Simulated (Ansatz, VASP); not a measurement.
**C: VASP beside Ansatz**

```
C
1.0
     0.00000    1.97987    1.73487
     1.58257    0.00000    1.73487
     1.58257    1.97987    0.00000
C
2
Direct
  0.50000 0.50000 0.50000
  0.75000 0.75000 0.75000
```

Change from the starting cell: strain +e along x and -e along y -0.1125, strain +e along z and -e/2 along x and y -0.0175.

Alike in both runs: task single point; functional LDA; k mesh 12 × 12 × 12; occupations gaussian, width 0.05 eV; no spin polarisation.

```csv
,VASP,Ansatz
version,VASP 6.6.1,Ansatz 0.2.0
potentials or method,"VASP PAW LDA potentials, release 64 (C), cutoff 520 eV","scalar-relativistic, plane waves, PAW"
valence electrons in the cell,8,8
```

Ansatz gave:

- gap on the k mesh at the Fermi level (eV): 0.34
- least direct gap on the mesh (eV): 3.21
- pressure (GPa): 6.9
- traceless stress, the component that is largest in VASP (GPa): -130.08

**Question.** Estimate VASP's values.

**Answer.** gap on the k mesh at the Fermi level (eV): 0.32; least direct gap on the mesh (eV): 3.21; pressure (GPa): 8.6; traceless stress, the component that is largest in VASP (GPa): -129.90.

Ansatz warns that its potentials were made for another functional, while VASP's fit it. LDA's correlation is that of Perdew and Zunger in VASP and of Perdew and Wang (1992) in Ansatz.
